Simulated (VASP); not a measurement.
Runs of VASP 6.6.1 on GaSn4. The structure is that of space group Im-3m (No. 229), or close to it. The cells are those of the table. The cell was built from a structure type or drawn by symmetry, and may not be a known phase.

| task | cell | k mesh | cutoff (eV) | gap on the mesh (eV) | pressure (GPa) |
| --- | --- | --- | --- | --- | --- |
| relaxation of cell and atoms | relaxed from a = 5.765 Å, angles 109.5°, 5 atoms | 8 × 8 × 8 | 600 | none | 0.0 |
| single point | a = 5.765 Å, angles 109.5°, 5 atoms | 4 × 4 × 4 | 520 | none | (a) |
| relaxation of cell and atoms | relaxed from a = 5.554 Å, angles 109.5°, 5 atoms | 4 × 4 × 4 | 600 | none | 0.0 |
| single point | a = 5.554 Å, angles 109.5°, 5 atoms | 4 × 4 × 4 | 520 | none | 5.3 |

Alike in all rows: level PBE; potentials or basis VASP PAW PBE potentials, release 64 (Ga_d, Sn_d); no spin polarisation; smearing gaussian 0.1 eV.

Question: Estimate the missing entries.

Answer: (a) -0.3.

Caveats: spin-orbit coupling is left out, which moves the levels of the heavy elements; the relaxation stopped at its first step, so nothing moved (at least some runs); the cell stands under pressure (at least some runs).

A k mesh can miss the band edges, and the runs leave out spin-orbit coupling on Ga, Sn.

A gap of «none» marks levels without a gap at the run's occupations.
